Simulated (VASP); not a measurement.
Write the native input for VASP 6.6.1 that does the following.

| Quantity | Value |
| --- | --- |
| Task | single point |
| Functional | PBE |
| Dispersion | D3(BJ) |
| Potentials or basis | VASP PAW PBE potentials, release 64 (Sn_d, O) |
| Cutoff | 520 eV |
| k mesh | 6 × 6 × 6 |
| Occupations | gaussian, width 0.05 eV |
| Spin | no spin polarisation |
| Dipole correction | no |
| Further INCAR settings | ALGO = Normal; EDIFF = 1e-06; NBANDS = 64 |

The structure of SnO2 lies in POSCAR:

```
SnO2
1.0
    3.2373377715      1.8690778339      4.2908446674
   -3.2373377715      1.8690778339      4.2908446674
    0.0000000000     -3.7381556677      4.2908446674
Sn O
4 8
Direct
    0.8695992323      0.8623687704      0.8623687708
    0.3695792408      0.3624028144      0.8623800503
    0.3695792408      0.8623800500      0.3624028148
    0.8695985570      0.3623932505      0.3623932508
    0.1157081566      0.6239493819      0.6239493697
    0.6156247814      0.1239339943      0.6239269233
    0.6156247814      0.6239269355      0.1239339821
    0.5783403816      0.6234358243      0.6234358340
    0.1156812733      0.1239396984      0.1239396862
    0.0782524716      0.1234815524      0.6234468047
    0.0782524716      0.6234467950      0.1234815621
    0.5782957815      0.1234417521      0.1234417618
```

This cell differs from its parent crystal: atoms displaced along a vibrational mode.

The input as run:

INCAR

```
SYSTEM = SnO2
PREC     = Accurate       ! precision mode
ENCUT    = 520            ! plane-wave cutoff, eV
EDIFF    = 1E-6           ! SCF threshold, eV
ISMEAR   = 0              ! smearing method
SIGMA    = 0.05           ! smearing width, eV
LREAL    = .FALSE.        ! projectors in reciprocal space
LASPH    = .TRUE.         ! aspherical terms in the spheres
NELM     = 80             ! most SCF steps
ALGO     = Normal         ! electronic algorithm
ISIF     = 2              ! what is computed and relaxed
LWAVE    = .FALSE.        ! write WAVECAR
LCHARG   = .FALSE.        ! write CHGCAR
GGA      = PE             ! functional
IVDW     = 12             ! dispersion correction
NBANDS   = 64             ! bands
```

KPOINTS

```
regular mesh
0
G
  6 6 6
  0 0 0
```

Potentials or basis: VASP PAW PBE potentials, release 64 (Sn_d, O).

Command:

```sh
$ cat potpaw_PBE.64/Sn_d/POTCAR potpaw_PBE.64/O/POTCAR > POTCAR
$ mpirun -np 1 vasp_std > vasp.out
```

Results of the run:

The pressure is 2.8 GPa. The largest force is 1.480 eV/Å, the band gap on the k mesh is 1.51 eV and the dispersion energy per atom is -0.201 eV.

Caveat: the cell differs from its parent crystal (atoms displaced along a vibrational mode); spin-orbit coupling is left out, which moves the levels of the heavy elements; forces of over 1 eV/Å act on the atoms, so gaps and moduli don't describe the material at rest.

Wall time 22 min on 1 thread of Oxide Virtual Turin-like Processor (shared host), peak memory 0.54 GiB.
